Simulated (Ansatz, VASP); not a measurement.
Re in VASP and in Ansatz

```
Re
1.0
     0.00000    2.14553    1.67352
     2.14553    0.00000    1.67352
     2.14553    2.14553    0.00000
Re
1
Direct
  0.00000 0.00000 0.00000
```

Alike in both runs: task single point; functional LDA; k mesh 22 × 22 × 22; occupations gaussian, width 0.15 eV; no spin polarisation.

```csv
,VASP,Ansatz
version,VASP 6.6.1,Ansatz 0.2.0
potentials or method,"VASP PAW LDA potentials, release 64 (Re_sv_GW), cutoff 560 eV","scalar-relativistic, plane waves, PAW"
valence electrons in the cell,15,15
```

VASP gave:

| Item | Value |
| --- | --- |
| gap on the k mesh at the Fermi level (eV) | none |
| pressure (GPa) | -21.4 |
| traceless stress, the component that is largest in VASP (GPa) | 5.97 |

Task: Which values does Ansatz return?

Result: gap on the k mesh at the Fermi level (eV): none; pressure (GPa): -21.2; traceless stress, the component that is largest in VASP (GPa): 6.00.

LDA's correlation is that of Perdew and Zunger in VASP and of Perdew and Wang (1992) in Ansatz. A gap of «none» marks a metal or a gap that the smearing closes.

Spin-orbit coupling is off throughout.
